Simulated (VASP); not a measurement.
# SnSe in VASP: further runs

SnSe is run at these levels: LDA; tasks: single point.

All numbers are computed with VASP 6.6.1; they aren't measurements. Logs are shortened: lines on timing, memory, paths and dates and some standing lists are left out, and cuts for length are marked.

### 1 The cell of the first run

The cell holds a slab with vacuum, 4 atoms: a = 4.316 Å, b = 4.316 Å, c = 11.144 Å, α = 90.00°, β = 90.00°, γ = 90.00°.

### 2 Single point, LDA (strain +0.030 along x and y, +0.015 along z)

File INCAR:

```
SYSTEM = SnSe
PREC = Accurate
ENCUT = 520
EDIFF = 1E-7
ISMEAR = 0
SIGMA = 0.05
LREAL = .False.
LASPH = .True.
NELM = 100
ALGO = Normal
ISIF = 2
LWAVE = .False.
LCHARG = .False.
NBANDS = 28
```

File KPOINTS:

```
Automatic mesh
0
Gamma
  6 6 4
  0 0 0
```

File POSCAR:

```
SnSe
1.0
    4.3155959066      0.0000000000      0.0000000000
    0.0000000000      4.3155959066      0.0000000000
    0.0000000000      0.0000000000     11.1443172468
Sn Se
2 2
Direct
    0.5000000000      0.0000000000      0.3781633345
    0.0000000000      0.5000000000      0.6218366655
    0.5000000000      0.0000000000      0.6217782147
    0.0000000000      0.5000000000      0.3782217853
```

Potentials or basis: VASP PAW LDA potentials, release 64 (Sn_d, Se).

On the command line:

```bash
$ cat potpaw_LDA.64/Sn_d/POTCAR potpaw_LDA.64/Se/POTCAR > POTCAR
$ mpirun -np 1 vasp_std > vasp.out
```

OUTCAR:

```text
SYSTEM = SnSe
   PREC = Accurate
   ENCUT = 520
   EDIFF = 1E-7
   ISMEAR = 0
   LREAL = .False.
   LASPH = .True.
   NELM = 100
   ISIF = 2

 ion  position               nearest neighbor table
   1  0.500  0.000  0.378-   3 2.71   4 3.05   4 3.05   4 3.05   4 3.05
   2  0.000  0.500  0.622-   4 2.71   3 3.05   3 3.05   3 3.05   3 3.05
   3  0.500  0.000  0.622-   1 2.71   2 3.05   2 3.05   2 3.05   2 3.05
   4  0.000  0.500  0.378-   2 2.71   1 3.05   1 3.05   1 3.05   1 3.05

  LATTYP: Found a simple tetragonal cell.
 ALAT       =     4.3155959066
 C/A-ratio  =     2.5823356700

  Lattice vectors:

 A1 = (   4.3155959066,   0.0000000000,   0.0000000000)
 A2 = (   0.0000000000,   4.3155959066,   0.0000000000)
 A3 = (   0.0000000000,   0.0000000000,  11.1443172468)

Analysis of symmetry for initial positions (statically):
=====================================================================
 Subroutine PRICEL returns:
 Original cell was already a primitive cell.

 Routine SETGRP: Setting up the symmetry group for a
 simple tetragonal supercell.

 Subroutine GETGRP returns: Found 16 space group operations
 (whereof  8 operations were pure point group operations)
 out of a pool of 16 trial point group operations.

The static configuration has the point symmetry D_2d.
 The point group associated with its full space group is D_4h.

Analysis of symmetry for dynamics (positions and initial velocities):
=====================================================================
 Subroutine PRICEL returns:
 Original cell was already a primitive cell.

 Routine SETGRP: Setting up the symmetry group for a
 simple tetragonal supercell.

 Subroutine GETGRP returns: Found 16 space group operations
 (whereof  8 operations were pure point group operations)
 out of a pool of 16 trial point group operations.

The dynamic configuration has the point symmetry D_2d.
 The point group associated with its full space group is D_4h.

 Subroutine INISYM returns: Found 16 space group operations
 (whereof  8 operations are pure point group operations),
 and found     1 'primitive' translations

----------------------------------------------------------------------------------------

                                     Primitive cell

  volume of cell :     207.5559

  direct lattice vectors                    reciprocal lattice vectors
     4.315595907  0.000000000  0.000000000     0.231717710  0.000000000  0.000000000
     0.000000000  4.315595907  0.000000000     0.000000000  0.231717710  0.000000000
     0.000000000  0.000000000 11.144317247     0.000000000  0.000000000  0.089731832

  length of vectors
     4.315595907  4.315595907 11.144317247     0.231717710  0.231717710  0.089731832

  position of ions in fractional coordinates (direct lattice)
     0.500000000  0.000000000  0.378163335
     0.000000000  0.500000000  0.621836665
     0.500000000  0.000000000  0.621778215
     0.000000000  0.500000000  0.378221785

  ion indices of the primitive-cell ions
   primitive index   ion index
                 1           1
                 2           2
                 3           3
                 4           4

----------------------------------------------------------------------------------------

 KPOINTS: Automatic mesh

Automatic generation of k-mesh.
 Grid dimensions read from file:
 generate k-points for:    6    6    4

 Generating k-lattice:

  Cartesian coordinates                     Fractional coordinates (reciprocal lattice)
     0.038619618  0.000000000  0.000000000     0.166666667  0.000000000  0.000000000
     0.000000000  0.038619618  0.000000000     0.000000000  0.166666667  0.000000000
     0.000000000  0.000000000  0.022432958     0.000000000  0.000000000  0.250000000

  Length of vectors
     0.038619618  0.038619618  0.022432958

  Shift w.r.t. Gamma in fractional coordinates (k-lattice)
     0.000000000  0.000000000  0.000000000

 Subroutine IBZKPT returns following result:
 ===========================================

 Found     30 irreducible k-points:

 Following reciprocal coordinates:
            Coordinates               Weight
  0.000000  0.000000  0.000000      1.000000
  0.166667  0.000000  0.000000      4.000000
  0.333333  0.000000  0.000000      4.000000
  0.500000  0.000000  0.000000      2.000000
  0.166667  0.166667  0.000000      4.000000
  0.333333  0.166667  0.000000      8.000000
[... 16 lines left out ...]
  0.333333  0.000000  0.500000      4.000000
  0.500000  0.000000  0.500000      2.000000
 [... further k-points ...]
   k-points           NKPTS =     30   k-points in BZ     NKDIM =     30   number of bands    NBANDS=     28
   number of dos      NEDOS =    301   number of ions     NIONS =      4
   total plane-waves  NPLWV =  86016
   dimension x,y,z NGX =    32 NGY =   32 NGZ =   84
   dimension x,y,z NGXF=    64 NGYF=   64 NGZF=  168
   ions per type =               2   2
   NGX,Y,Z   is equivalent  to a cutoff of  12.33, 12.33, 12.53 a.u.
   NGXF,Y,Z  is equivalent  to a cutoff of  24.65, 24.65, 25.06 a.u.
 SYSTEM =  SnSe
   PREC   = accura    normal or accurate (medium, high low for compatibility)
   ISTART =      0    job   : 0-new  1-cont  2-samecut
   ICHARG =      2    charge: 1-file 2-atom 10-const
   ISPIN  =      1    spin polarized calculation?
   LNONCOLLINEAR =      F non collinear calculations
   LSORBIT =      F    spin-orbit coupling
   LASPH  =      T    aspherical Exc in radial PAW
   ENCUT  =  520.0 eV  38.22 Ry    6.18 a.u.   8.02  8.02 20.72*2*pi/ulx,y,z
   NELM   =    100;   NELMIN=  2; NELMDL= -5     # of ELM steps
   EDIFF  = 0.1E-06   stopping-criterion for ELM
   LREAL  =      F    real-space projection
   EDIFFG = 0.1E-05   stopping-criterion for IOM
   NSW    =      0    number of steps for IOM
   IBRION =     -1    ionic relax: 0-MD 1-quasi-New 2-CG
   NFREE  =      0    steps in history (QN), initial steepest desc. (CG)
   ISIF   =      2    stress and relaxation
   ISYM   =      2    0-nonsym 1-usesym 2-fastsym
   POTIM  = 0.5000    time-step for ionic-motion
   TEBEG  =    0.0;   TEEND  =   0.0 temperature during run
   PSTRESS=    0.0 pullay stress
   NELECT =      40.0000    total number of electrons
   NUPDOWN=      -1.0000    fix difference up-down
   EMIN   =  10.00;   EMAX   =-10.00  energy-range for DOS
   EFERMI =   0.00;   METHOD = LEGACY
   ISMEAR =     0;   SIGMA  =   0.05  broadening in eV -4-tet -1-fermi 0-gaus
   EFERMI_NEDOS =   21; number of points for ismear=-14 and -15
   IALGO  =     38    algorithm
   IMIX   =      4    mixing-type and parameters
     AMIX     =   0.40;   BMIX     =  1.00
     AMIX_MAG =   1.60;   BMIX_MAG =  1.00
  volume/ion in A,a.u.               =      51.89       350.16
  Fermi-wavevector in a.u.,A,eV,Ry     =   0.945620  1.786962 12.166282  0.894197
  Thomas-Fermi vector in A             =   2.073539
   LORBIT       =      0    0 simple, 1 ext, 2 COOP (PROOUT), +10 PAW based schemes
   GGA     = CA    functional components
   LHFCALC =     F    Hartree Fock is set to
   AEXX    =    0.0000 exact exchange contribution
   IVDW    =     0    specifies the selected vdW correction
   LEPSILON=     F    determine dielectric tensor
   LRPA    =     F    only Hartree local field effects (RPA)
 non-spin polarized calculation
 Gauss-broadening in eV      SIGMA  =   0.05
  energy-cutoff  :      520.00
  volume of cell :      207.56
 maximum number of plane-waves:      5664
   NGX = 17   NGY = 17   NGZ = 41

 number of electron      40.0000009 magnetization

 Free energy of the ion-electron system (eV)
  ---------------------------------------------------
  ext. energy  EPLUGINS =         0.00000000
  ---------------------------------------------------
  free energy    TOTEN  =       -18.39868617 eV

  energy without entropy =      -18.39868617  energy(sigma->0) =      -18.39868617

 E-fermi :   0.4847     XC(G=0):  -6.1250

 val. band max:        0.2140822788   @ k =   0.3333   0.0000   0.5000
 cond. band min:       1.6759018444   @ k =   0.5000   0.0000   0.0000
 fundamental gap:      1.4618195656
 Fermi energy:         0.4847209027

 k-point     1 :       0.0000    0.0000    0.0000
  band No.  band energies     occupation
      1     -20.7435      2.00000
      2     -20.7428      2.00000
      3     -20.7388      2.00000
      4     -20.7371      2.00000
      5     -20.7303      2.00000
      6     -20.7145      2.00000
[... 20 lines left out ...]
     27       5.6720      0.00000
     28       5.6720      0.00000

 k-point     2 :       0.1667    0.0000    0.0000
  band No.  band energies     occupation
      1     -20.7418      2.00000
      2     -20.7402      2.00000
      3     -20.7387      2.00000
      4     -20.7355      2.00000
      5     -20.7332      2.00000
      6     -20.7149      2.00000
[... 20 lines left out ...]
     27       5.2380      0.00000
     28       5.4571      0.00000

 k-point     3 :       0.3333    0.0000    0.0000
  band No.  band energies     occupation
      1     -20.7426      2.00000
      2     -20.7388      2.00000
      3     -20.7380      2.00000
      4     -20.7334      2.00000
      5     -20.7291      2.00000
      6     -20.7163      2.00000
[... 20 lines left out ...]
     27       5.2454      0.00000
     28       6.7660      0.00000

 k-point     4 :       0.5000    0.0000    0.0000
  band No.  band energies     occupation
      1     -20.7427      2.00000
      2     -20.7427      2.00000
      3     -20.7343      2.00000
      4     -20.7343      2.00000
      5     -20.7206      2.00000
      6     -20.7206      2.00000
[... 578 lines left out ...]
     27       5.4392      0.00000
     28       5.4954      0.00000

 k-point    23 :       0.3333    0.0000    0.5000
  band No.  band energies     occupation
      1     -20.7426      2.00000
      2     -20.7388      2.00000
      3     -20.7380      2.00000
      4     -20.7334      2.00000
      5     -20.7291      2.00000
      6     -20.7163      2.00000
[... 20 lines left out ...]
     27       5.9077      0.00000
     28       6.4921      0.00000

 k-point    24 :       0.5000    0.0000    0.5000
  band No.  band energies     occupation
      1     -20.7427      2.00000
      2     -20.7427      2.00000
      3     -20.7344      2.00000
      4     -20.7344      2.00000
      5     -20.7207      2.00000
      6     -20.7207      2.00000
[... 20 lines left out ...]
     27       6.6052      0.00000
     28       6.6052      0.00000

 [... further k-points ...]
[... 5 lines left out ...]
  --------------------------------------------------------------------------------------
  -------------------------------------------------------------------------------------
  Total       -2.8267942     -2.8267942     -1.6204349      0.0000000      0.0000000      0.0000000
  in kB      -21.8207543    -21.8207543    -12.5085555      0.0000000      0.0000000      0.0000000
  external PRESSURE =     -18.7166880 kB  Pullay stress =       0.0000000 kB

 VOLUME and BASIS-vectors are now :
 -----------------------------------------------------------------------------
  energy-cutoff  :      520.00
  volume of cell :      207.56
      direct lattice vectors                 reciprocal lattice vectors
     4.315595907  0.000000000  0.000000000     0.231717710  0.000000000  0.000000000
     0.000000000  4.315595907  0.000000000     0.000000000  0.231717710  0.000000000
     0.000000000  0.000000000 11.144317247     0.000000000  0.000000000  0.089731832

 POSITION                                       TOTAL-FORCE (eV/Angst)
 -----------------------------------------------------------------------------------
      2.15780      0.00000      4.21437        -0.000000     -0.000000      0.317589
      0.00000      2.15780      6.92995         0.000000     -0.000000     -0.317589
      2.15780      0.00000      6.92929         0.000000     -0.000000     -0.269699
      0.00000      2.15780      4.21502         0.000000      0.000000      0.269699
 -----------------------------------------------------------------------------------
    total drift:                                0.000000      0.000000      0.000000

  FREE ENERGIE OF THE ION-ELECTRON SYSTEM (eV)
  ---------------------------------------------------
  free  energy   TOTEN  =       -18.3986861747 eV

  energy  without entropy=      -18.3986861747  energy(sigma->0) =      -18.39868617
```

It took 3.1 min on 1 thread of Intel Xeon 8259CL, shared host; peak memory 0.33 GiB.

Results:

```
Free energy            : -18.3987 eV
Largest force          : 0.318 eV/Å
Band gap on the k mesh : 1.46 eV (least direct gap 1.53 eV)
```

Forces on the atoms (eV/Å):
```
Sn   0.000  0.000  0.318
Sn   0.000  0.000 -0.318
Se   0.000  0.000 -0.270
Se   0.000  0.000  0.270
```

Caveat: the cell differs from its parent crystal (strain +0.030 along x and y, +0.015 along z); spin-orbit coupling is left out, which moves the levels of the heavy elements.

### 3 Single point, LDA (strain +0.030 along x and y, +0.030 along z)

File INCAR:

```
SYSTEM = SnSe
  ALGO = Normal
  EDIFF = 1E-6
  ENCUT = 520
  ISIF = 2
  ISMEAR = 0
  LASPH = .TRUE.
  LCHARG = .TRUE.
  LELF = .TRUE.
  LREAL = .FALSE.
  LVHAR = .TRUE.
  LWAVE = .FALSE.
  NBANDS = 28
  NELM = 100
  PREC = Accurate
  SIGMA = 0.05
```

File KPOINTS:

```
k-points
0
G
  6 6 4
  0 0 0
```

Edit POSCAR of step 2 so:

```diff
@@ -4,3 +4,3 @@
     0.0000000000      4.3155959066      0.0000000000
-    0.0000000000      0.0000000000     11.1443172468
+    0.0000000000      0.0000000000     11.3090115904
 Sn Se
```

Potentials or basis: VASP PAW LDA potentials, release 64 (Sn_d, Se).

On the command line:

```bash
$ cat potpaw_LDA.64/Sn_d/POTCAR potpaw_LDA.64/Se/POTCAR > POTCAR
$ mpirun -np 1 vasp_std > vasp.out
```

OUTCAR:

```text
SYSTEM = SnSe
   EDIFF = 1E-6
   ENCUT = 520
   ISIF = 2
   ISMEAR = 0
   LASPH = .TRUE.
   LREAL = .FALSE.
   NELM = 100
   PREC = Accurate

 ion  position               nearest neighbor table
   1  0.500  0.000  0.378-   3 2.76   4 3.05   4 3.05   4 3.05   4 3.05
   2  0.000  0.500  0.622-   4 2.76   3 3.05   3 3.05   3 3.05   3 3.05
   3  0.500  0.000  0.622-   1 2.76   2 3.05   2 3.05   2 3.05   2 3.05
   4  0.000  0.500  0.378-   2 2.76   1 3.05   1 3.05   1 3.05   1 3.05

  LATTYP: Found a simple tetragonal cell.
 ALAT       =     4.3155959066
 C/A-ratio  =     2.6204982661

  Lattice vectors:

[... 942 lines left out ...]
  -------------------------------------------------------------------------------------
  Total       -2.9974581     -2.9974581     -2.5116760      0.0000000      0.0000000      0.0000000
  in kB      -22.8011895    -22.8011895    -19.1059225      0.0000000      0.0000000      0.0000000
  external PRESSURE =     -21.5694338 kB  Pullay stress =       0.0000000 kB

 VOLUME and BASIS-vectors are now :
 -----------------------------------------------------------------------------
  energy-cutoff  :      520.00
  volume of cell :      210.62
      direct lattice vectors                 reciprocal lattice vectors
     4.315595907  0.000000000  0.000000000     0.231717710  0.000000000  0.000000000
     0.000000000  4.315595907  0.000000000     0.000000000  0.231717710  0.000000000
     0.000000000  0.000000000 11.309011590     0.000000000  0.000000000  0.088425057

 POSITION                                       TOTAL-FORCE (eV/Angst)
 -----------------------------------------------------------------------------------
      2.15780      0.00000      4.27665         0.000000     -0.000000      0.481964
      0.00000      2.15780      7.03236        -0.000000     -0.000000     -0.481964
      2.15780      0.00000      7.03170        -0.000000      0.000000     -0.420604
      0.00000      2.15780      4.27731        -0.000000     -0.000000      0.420604
 -----------------------------------------------------------------------------------
    total drift:                                0.000000      0.000000      0.000000

  FREE ENERGIE OF THE ION-ELECTRON SYSTEM (eV)
  ---------------------------------------------------
  free  energy   TOTEN  =       -18.3685698915 eV

  energy  without entropy=      -18.3685698915  energy(sigma->0) =      -18.36856989
```

Wall time 3.5 min (1 thread of Intel Xeon 8259CL, shared host); peak memory 0.33 GiB.

What came out:

| Quantity | Value |
| --- | --- |
| Free energy | -18.3686 eV |
| Largest force | 0.482 eV/Å |
| Band gap on the k mesh | 1.45 eV (least direct gap 1.46 eV) |

Forces on the atoms (eV/Å):
```
Sn   0.000  0.000  0.482
Sn   0.000  0.000 -0.482
Se   0.000  0.000 -0.421
Se   0.000  0.000  0.421
```

Caveat: the cell differs from its parent crystal (strain +0.030 along x and y, +0.030 along z); spin-orbit coupling is left out, which moves the levels of the heavy elements.
